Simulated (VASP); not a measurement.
# HfB2 (P6/mmm) in VASP: settings compared

Aim: see how the results for HfB2 move with the level of theory and the settings. Levels: PBE, LDA. Tasks: single point.

All numbers are computed with VASP 6.6.1; they aren't measurements. Logs are shortened: lines on timing, memory, paths and dates and some standing lists are left out, and cuts for length are marked.

### 1 The cell of the first run

It takes space group P6/mmm (No. 191, hexagonal). Conventional cell: a = 3.140 Å, b = 3.140 Å, c = 3.480 Å, α = 90.00°, β = 90.00°, γ = 120.00°. Hf (site symmetry 6/mmm) has 12 B at 2.51 Å and 6 Hf at 3.14 Å within 3.3 Å. Within 2.4 Å of B (site symmetry -6m2) lie 3 B at 1.81 Å.

### 2 Single point, PBE

INCAR reads:

```
  ALGO = Normal
  EDIFF = 1E-6
  ENCUT = 520
  GGA = PE
  ISIF = 2
  ISMEAR = 0
  LASPH = T
  LCHARG = F
  LREAL = F
  LWAVE = F
  NBANDS = 15
  NELM = 100
  PREC = Accurate
  SIGMA = 0.011
```

KPOINTS reads:

```
k-points
0
Gamma
  10 10 8
```

POSCAR reads:

```
HfB2
1.0
    3.1400000000      0.0000000000      0.0000000000
   -1.5700000000      2.7193197679      0.0000000000
    0.0000000000      0.0000000000      3.4800000000
Hf B
1 2
Direct
    0.0000000000      0.0000000000      0.0000000000
    0.6666666667      0.3333333333      0.5000000000
    0.3333333333      0.6666666667      0.5000000000
```

Potentials or basis: VASP PAW PBE potentials, release 64 (Hf_pv, B).

Run with:

```sh
cat potpaw_PBE.64/Hf_pv/POTCAR potpaw_PBE.64/B/POTCAR > POTCAR
mpirun -np 1 vasp_std > vasp.out
```

OUTCAR:

```text
EDIFF = 1E-6
   ENCUT = 520
   GGA = PE
   ISIF = 2
   ISMEAR = 0
   LASPH = T
   LREAL = F
   NELM = 100
   PREC = Accurate

 ion  position               nearest neighbor table
   1  0.000  0.000  0.000-   2 2.51   3 2.51   2 2.51   3 2.51   2 2.51   2 2.51   3 2.51   3 2.51
                             2 2.51   2 2.51   3 2.51   3 2.51
   2  0.667  0.333  0.500-   3 1.81   3 1.81   3 1.81   1 2.51   1 2.51   1 2.51   1 2.51   1 2.51
                             1 2.51
   3  0.333  0.667  0.500-   2 1.81   2 1.81   2 1.81   1 2.51   1 2.51   1 2.51   1 2.51   1 2.51
                             1 2.51

  LATTYP: Found a hexagonal cell.
 ALAT       =     3.1400000000
 C/A-ratio  =     1.1082802548

  Lattice vectors:

 A1 = (   3.1400000000,   0.0000000000,   0.0000000000)
 A2 = (  -1.5700000000,   2.7193197679,   0.0000000000)
 A3 = (   0.0000000000,   0.0000000000,   3.4800000000)

Analysis of symmetry for initial positions (statically):
=====================================================================
 Subroutine PRICEL returns:
 Original cell was already a primitive cell.

 Routine SETGRP: Setting up the symmetry group for a
 hexagonal supercell.

 Subroutine GETGRP returns: Found 24 space group operations
 (whereof 24 operations were pure point group operations)
 out of a pool of 24 trial point group operations.

The static configuration has the point symmetry D_6h.

Analysis of symmetry for dynamics (positions and initial velocities):
=====================================================================
 Subroutine PRICEL returns:
 Original cell was already a primitive cell.

 Routine SETGRP: Setting up the symmetry group for a
 hexagonal supercell.

 Subroutine GETGRP returns: Found 24 space group operations
 (whereof 24 operations were pure point group operations)
 out of a pool of 24 trial point group operations.

The dynamic configuration has the point symmetry D_6h.

 Subroutine INISYM returns: Found 24 space group operations
 (whereof 24 operations are pure point group operations),
 and found     1 'primitive' translations

----------------------------------------------------------------------------------------

                                     Primitive cell

  volume of cell :      29.7146

  direct lattice vectors                    reciprocal lattice vectors
     3.140000000  0.000000000  0.000000000     0.318471338  0.183869512  0.000000000
    -1.570000000  2.719319768  0.000000000     0.000000000  0.367739025  0.000000000
     0.000000000  0.000000000  3.480000000     0.000000000  0.000000000  0.287356322

  length of vectors
     3.140000000  3.140000000  3.480000000     0.367739025  0.367739025  0.287356322

  position of ions in fractional coordinates (direct lattice)
     0.000000000  0.000000000  0.000000000
     0.666666667  0.333333333  0.500000000
     0.333333333  0.666666667  0.500000000

  ion indices of the primitive-cell ions
   primitive index   ion index
                 1           1
                 2           2
                 3           3

----------------------------------------------------------------------------------------

 KPOINTS: k-points

Automatic generation of k-mesh.
 Grid dimensions read from file:
 generate k-points for:   10   10    8

 Generating k-lattice:

  Cartesian coordinates                     Fractional coordinates (reciprocal lattice)
     0.031847134  0.018386951  0.000000000     0.100000000  0.000000000  0.000000000
     0.000000000  0.036773902  0.000000000     0.000000000  0.100000000  0.000000000
     0.000000000  0.000000000  0.035919540     0.000000000  0.000000000  0.125000000

  Length of vectors
     0.036773902  0.036773902  0.035919540

  Shift w.r.t. Gamma in fractional coordinates (k-lattice)
     0.000000000  0.000000000  0.000000000

 Subroutine IBZKPT returns following result:
 ===========================================

 Found     70 irreducible k-points:

 Following reciprocal coordinates:
            Coordinates               Weight
  0.000000  0.000000  0.000000      1.000000
  0.100000  0.000000  0.000000      6.000000
  0.200000  0.000000  0.000000      6.000000
  0.300000  0.000000  0.000000      6.000000
  0.400000  0.000000  0.000000      6.000000
  0.500000  0.000000  0.000000      3.000000
[... 16 lines left out ...]
  0.300000  0.100000  0.125000     24.000000
  0.400000  0.100000  0.125000     24.000000
 [... further k-points ...]
   k-points           NKPTS =     70   k-points in BZ     NKDIM =     70   number of bands    NBANDS=     15
   number of dos      NEDOS =    301   number of ions     NIONS =      3
   total plane-waves  NPLWV =  16128
   dimension x,y,z NGX =    24 NGY =   24 NGZ =   28
   dimension x,y,z NGXF=    48 NGYF=   48 NGZF=   56
   ions per type =               1   2
   NGX,Y,Z   is equivalent  to a cutoff of  12.71, 12.71, 13.38 a.u.
   NGXF,Y,Z  is equivalent  to a cutoff of  25.41, 25.41, 26.75 a.u.
 SYSTEM =  unknown system
   PREC   = accura    normal or accurate (medium, high low for compatibility)
   ISTART =      0    job   : 0-new  1-cont  2-samecut
   ICHARG =      2    charge: 1-file 2-atom 10-const
   ISPIN  =      1    spin polarized calculation?
   LNONCOLLINEAR =      F non collinear calculations
   LSORBIT =      F    spin-orbit coupling
   LASPH  =      T    aspherical Exc in radial PAW
   ENCUT  =  520.0 eV  38.22 Ry    6.18 a.u.   5.84  5.84  6.47*2*pi/ulx,y,z
   NELM   =    100;   NELMIN=  2; NELMDL= -5     # of ELM steps
   EDIFF  = 0.1E-05   stopping-criterion for ELM
   LREAL  =      F    real-space projection
   EDIFFG = 0.1E-04   stopping-criterion for IOM
   NSW    =      0    number of steps for IOM
   IBRION =     -1    ionic relax: 0-MD 1-quasi-New 2-CG
   NFREE  =      0    steps in history (QN), initial steepest desc. (CG)
   ISIF   =      2    stress and relaxation
   ISYM   =      2    0-nonsym 1-usesym 2-fastsym
   POTIM  = 0.5000    time-step for ionic-motion
   TEBEG  =    0.0;   TEEND  =   0.0 temperature during run
   PSTRESS=    0.0 pullay stress
   NELECT =      16.0000    total number of electrons
   NUPDOWN=      -1.0000    fix difference up-down
   EMIN   =  10.00;   EMAX   =-10.00  energy-range for DOS
   EFERMI =   0.00;   METHOD = LEGACY
   ISMEAR =     0;   SIGMA  =   0.01  broadening in eV -4-tet -1-fermi 0-gaus
   EFERMI_NEDOS =   21; number of points for ismear=-14 and -15
   IALGO  =     38    algorithm
   IMIX   =      4    mixing-type and parameters
     AMIX     =   0.40;   BMIX     =  1.00
     AMIX_MAG =   1.60;   BMIX_MAG =  1.00
  volume/ion in A,a.u.               =       9.90        66.84
  Fermi-wavevector in a.u.,A,eV,Ry     =   1.331860  2.516850 24.134693  1.773850
  Thomas-Fermi vector in A             =   2.460838
   LORBIT       =      0    0 simple, 1 ext, 2 COOP (PROOUT), +10 PAW based schemes
   GGA     = PE    functional components
   LHFCALC =     F    Hartree Fock is set to
   AEXX    =    0.0000 exact exchange contribution
   IVDW    =     0    specifies the selected vdW correction
   LEPSILON=     F    determine dielectric tensor
   LRPA    =     F    only Hartree local field effects (RPA)
 non-spin polarized calculation
 Gauss-broadening in eV      SIGMA  =   0.01
  energy-cutoff  :      520.00
  volume of cell :       29.71
 maximum number of plane-waves:       816
 NGX is ok and might be reduce to    24
   NGX = 11   NGY = 11   NGZ = 13

 number of electron      15.9999998 magnetization

 Free energy of the ion-electron system (eV)
  ---------------------------------------------------
  ext. energy  EPLUGINS =         0.00000000
  ---------------------------------------------------
  free energy    TOTEN  =       -26.39740907 eV

  energy without entropy =      -26.39727905  energy(sigma->0) =      -26.39734406

 E-fermi :   7.5038     XC(G=0): -12.5969

 val. band max:        7.5037414661   @ k =   0.2000   0.2000   0.1250
 cond. band min:       7.8042727570   @ k =   0.1000   0.1000   0.2500
 fundamental gap:      0.3005312909
 Fermi energy:         7.5038087906

 k-point     1 :       0.0000    0.0000    0.0000
  band No.  band energies     occupation
      1     -22.9622      2.00000
      2     -22.4724      2.00000
      3     -22.4724      2.00000
      4      -6.0812      2.00000
      5       4.6654      2.00000
      6       4.7736      2.00000
      7       4.7736      2.00000
      8       4.8890      2.00000
      9      11.6963      0.00000
     10      11.6963      0.00000
     11      12.3287      0.00000
     12      12.3287      0.00000
     13      12.6627      0.00000
     14      12.6667      0.00000
     15      12.6667      0.00000

 k-point     2 :       0.1000    0.0000    0.0000
  band No.  band energies     occupation
      1     -22.9497      2.00000
      2     -22.5497      2.00000
      3     -22.4895      2.00000
      4      -5.8658      2.00000
      5       4.1766      2.00000
      6       4.7070      2.00000
      7       4.7592      2.00000
      8       4.8787      2.00000
      9      10.9676      0.00000
     10      11.5468      0.00000
     11      11.5472      0.00000
     12      11.9447      0.00000
     13      13.2995      0.00000
     14      13.6825      0.00000
     15      14.0790      0.00000
[... 365 lines left out ...]
      3     -22.6485      2.00000
      4      -3.4903      2.00000
      5       0.5408      2.00000
      6       3.2015      2.00000
      7       3.9018      2.00000
      8       5.8913      2.00000
      9       8.7386      0.00000
     10      11.0007      0.00000
     11      11.9569      0.00000
     12      13.2423      0.00000
     13      15.0494      0.00000
     14      15.7536      0.00000
     15      18.5507      0.00000

 k-point    24 :       0.4000    0.1000    0.1250
  band No.  band energies     occupation
      1     -23.1869      2.00000
      2     -22.8641      2.00000
      3     -22.6870      2.00000
      4      -2.2874      2.00000
      5      -0.9205      2.00000
      6       3.0246      2.00000
      7       3.9063      2.00000
      8       5.4501      2.00000
      9       8.8209      0.00000
     10      11.8018      0.00000
     11      11.8785      0.00000
     12      13.9457      0.00000
     13      15.1698      0.00000
     14      16.1058      0.00000
     15      18.4912      0.00000

 [... further k-points ...]

------------------------ aborting loop because EDIFF is reached ----------------------------------------

  FORCE on cell =-STRESS in cart. coord.  units (eV):
  Direction    XX          YY          ZZ          XY          YZ          ZX
  --------------------------------------------------------------------------------------
  -------------------------------------------------------------------------------------
  Total        0.1310992      0.1310992      0.2951343      0.0000000      0.0000000     -0.0000000
  in kB        7.0687307      7.0687307     15.9133313      0.0000000      0.0000000     -0.0000000
  external PRESSURE =      10.0169309 kB  Pullay stress =       0.0000000 kB

 VOLUME and BASIS-vectors are now :
 -----------------------------------------------------------------------------
  energy-cutoff  :      520.00
  volume of cell :       29.71
      direct lattice vectors                 reciprocal lattice vectors
     3.140000000  0.000000000  0.000000000     0.318471338  0.183869512  0.000000000
    -1.570000000  2.719319768  0.000000000     0.000000000  0.367739025  0.000000000
     0.000000000  0.000000000  3.480000000     0.000000000  0.000000000  0.287356322

 POSITION                                       TOTAL-FORCE (eV/Angst)
 -----------------------------------------------------------------------------------
      0.00000      0.00000      0.00000         0.000000      0.000000     -0.000000
      1.57000      0.90644      1.74000        -0.000000      0.000000     -0.000000
     -0.00000      1.81288      1.74000         0.000000     -0.000000      0.000000
 -----------------------------------------------------------------------------------
    total drift:                               -0.000000      0.000000      0.000000

  FREE ENERGIE OF THE ION-ELECTRON SYSTEM (eV)
  ---------------------------------------------------
  free  energy   TOTEN  =       -26.3974090743 eV

  energy  without entropy=      -26.3972790495  energy(sigma->0) =      -26.39734406
```

Run time: 18 s. Hardware: 1 thread of Intel Xeon 6975P-C, shared host; peak memory 0.16 GiB.

What came out:

```yaml
Free_energy: -26.3974 eV
Pressure: 1.0 GPa
Band_gap_on_the_k_mesh: zero (band 8 reaches 8.26 eV, above the bottom of band 9 at 7.43 eV)
```

Stress tensor (GPa, compression positive):
```
0.71 0.00 0.00
0.00 0.71 0.00
0.00 0.00 1.59
```

Levels at points of the mesh, in eV from the Fermi level:
```
           k point  band 5  band 6  band 7  band 8  band 9  band 10  band 11  band 12
(0.00, 0.00, 0.00)   -2.84   -2.73   -2.73   -2.61    4.19     4.19     4.82     4.82
(0.50, 0.00, 0.00)   -8.89   -3.96   -3.27   -2.70    2.27     2.89     5.74     5.89
(0.00, 0.00, 0.50)   -8.20   -1.03   -1.03    0.49    0.49     1.16     1.16     2.40
(0.50, 0.00, 0.50)   -7.34   -4.80   -4.54   -2.51    4.17     4.33     6.42     7.36
```

Caveat: spin-orbit coupling is left out, which moves the levels of the heavy elements.

[end of part 1 of 2]
